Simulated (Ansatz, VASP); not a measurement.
One calculation of FeGe, two programs

```
Fe Ge
1.0
     4.60356    0.00000    0.00000
     0.00000    4.60356    0.00000
     0.00000    0.00000    4.60356
Fe Ge
4 4
Direct
  0.13320 0.13320 0.13320
  0.36680 0.86680 0.63320
  0.63320 0.36680 0.86680
  0.86680 0.63320 0.36680
  0.83810 0.83810 0.83810
  0.66190 0.16190 0.33810
  0.33810 0.66190 0.16190
  0.16190 0.33810 0.66190
```

Alike in both runs: functional PBEsol; k mesh 10 × 10 × 10; occupations gaussian, width 0.03 eV; no spin polarisation.

Ansatz relaxed the structure, and its values are those at the end. VASP's run is a single point on that final structure, the one shown.

```csv
,VASP,Ansatz
version,VASP 6.6.1,Ansatz 0.2.0
potentials or method,"VASP PAW PBE potentials, release 64 (Fe, Ge_d), cutoff 520 eV","scalar-relativistic, plane waves, PAW"
valence electrons in the cell,88,120
```

|  | VASP | Ansatz | Ansatz less VASP |
| --- | --- | --- | --- |
| gap on the k mesh at the Fermi level (eV) | 0.11 | 0.11 | +0.006 |
| least direct gap on the mesh (eV) | 0.13 | 0.13 | +0.004 |
| pressure (GPa) | -2.6 | -3.0 | -0.41 |
| rms of the force components (eV/Å) | 0.013 | 0.004 | -0.0094 |

VASP's potentials were made for PBE, not for PBEsol. VASP's potentials hold 88 valence electrons a cell and Ansatz's 120, so a difference there can come from the potentials and not from the codes. Ansatz's warnings: stress scf threshold loose.
